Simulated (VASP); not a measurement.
Input of a VASP 6.6.1 run:

INCAR

```
ALGO = Normal ; EDIFF = 1E-6
ENCUT = 400 ; GGA = PE
GGA_COMPAT = False ; ISIF = 2
ISMEAR = -1 ; ISYM = -1
LASPH = True ; LCHARG = False
LREAL = Auto ; LWAVE = False
NBANDS = 118 ; NELM = 120
PREC = Accurate ; SIGMA = 0.05
```

KPOINTS

```
explicit points
1
Reciprocal
  0.25000000   0.25000000   0.25000000 1
```

The input POSCAR:

```
Cu5Si3
1.0
    6.7017400000      0.1472560000     -0.1241750000
    0.1472560000      6.7720700000      0.0166020000
   -0.1241750000      0.0166020000      6.8991740000
Cu Si
15 9
Direct
    0.3551734655      0.5535326773      0.9494361087
    0.8557457178      0.3312617011      0.8147741480
    0.5545168381      0.9305092025      0.1422487409
    0.7591471181      0.0267703985      0.5821599298
    0.2097934757      0.8041291052      0.1788376338
    0.5390344262      0.1698422703      0.8504519350
    0.6156691330      0.2534288735      0.2670133104
    0.9857104055      0.6405759631      0.9242239357
    0.2648673017      0.4107412073      0.2802971445
    0.8944920556     -0.0102174946      0.9688149888
    0.9478830070      0.3063594671      0.1415963987
    0.2333059406      0.9012371888      0.7895416792
    0.2448441383      0.1553209482      0.0324598108
    0.6161610269      0.7981401031      0.8063452340
    0.5251179583      0.6908473119      0.3694659789
    0.8244826449      0.6498665169      0.5815829617
    0.5430129264      0.3935580288      0.5500884279
    0.2055816828      0.6213452335      0.5516472743
    0.4076132858      0.0562947135      0.4358364893
    0.2139052977      0.2998037279      0.7187887056
    0.9009389983      0.7418715685      0.2560013051
    0.9246036699      0.3282696489      0.4700952213
    0.0856679044      0.9589542880      0.4591809473
    0.6765212950      0.5332836214      0.0359092925
```

Potentials or basis: VASP PAW PBE potentials, release 64 (Cu, Si).

Launch:

```console
$ cat potpaw_PBE.64/Cu/POTCAR potpaw_PBE.64/Si/POTCAR > POTCAR
$ mpirun -np 1 vasp_std > vasp.out
```

(1) Estimate the largest force.

(2) Predict the pressure.

## Answers

(1) 1.699 eV/Å.

(2) 5.9 GPa.

Caveat: the atoms stand as in a frame of molecular dynamics.
